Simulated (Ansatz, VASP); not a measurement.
**HfN: VASP beside Ansatz**

INCAR

```
PREC = Accurate ; ENCUT = 600
EDIFF = 1E-7 ; ISMEAR = -1
SIGMA = 0.1 ; LREAL = F
LASPH = T ; NELM = 60
ALGO = Normal ; ISIF = 3
LWAVE = F ; LCHARG = F
GGA = CA ; IBRION = 2
NSW = 80 ; EDIFFG = -0.01
```

The input KPOINTS:

```
Automatic mesh
0
Gamma
  12 12 12
```

File POSCAR:

```
HfN
1.0
    0.0000000000      2.2560000000      2.2560000000
    2.2560000000      0.0000000000      2.2560000000
    2.2560000000      2.2560000000      0.0000000000
Hf N
1 1
Direct
    0.0000000000      0.0000000000      0.0000000000
    0.5000000000      0.5000000000      0.5000000000
```

Input for Ansatz:

```yaml
crystal:
  lattice:
    - [0.0, 2.256, 2.256]
    - [2.256, 0.0, 2.256]
    - [2.256, 2.256, 0.0]
  atoms:
    - { symbol: Hf, position: [0.0, 0.0, 0.0] }
    - { symbol: "N", position: [0.5, 0.5, 0.5] }
  symmetry: { tolerance: 0.0003 }
hamiltonian:
  xc: lda
  pseudopotentials: { kind: paw, azcp: { folder: soft_1 } }
basis:
  ecutwfc: 420
magnetization:
  spin_polarized: false
scf:
  occupations: { method: fermi_dirac, width: 0.1 }
kpoints:
  mp_grid: { grid: [12, 12, 12], shift: [0, 0, 0] }
output:
  forces: true
  stress: true
  eigenvalues: true
relax:
  max_steps: 60
  cell: {}
```

Alike in both runs: task relaxation of cell and atoms; functional LDA; k mesh 12 × 12 × 12; occupations fermi-dirac, width 0.1 eV; no spin polarisation.

|  | VASP | Ansatz |
| --- | --- | --- |
| version | VASP 6.6.1 | Ansatz 0.2.0 |
| potentials or method | VASP PAW LDA potentials, release 64 (Hf_pv, N), cutoff 600 eV | PAW plane waves |
| valence electrons in the cell | 15 | 31 |

```tsv
	VASP	Ansatz	Ansatz less VASP
gap on the k mesh at the Fermi level, each at its own relaxed structure (eV)	none	none	-
relaxed volume (Å³/atom)	11.10	11.15	+0.048
relaxed length of the cell vector where the two differ most in proportion (Å)	3.155	3.159	+0.0045
```

Ansatz warns that its potentials were made for another functional, while VASP's fit it. LDA's correlation is that of Perdew and Zunger in VASP and of Perdew and Wang (1992) in Ansatz. A gap of «none» marks a metal or a gap that the smearing closes. VASP's potentials hold 15 valence electrons a cell and Ansatz's 31, so a difference there can come from the potentials and not from the codes.

Spin-orbit coupling is off throughout.
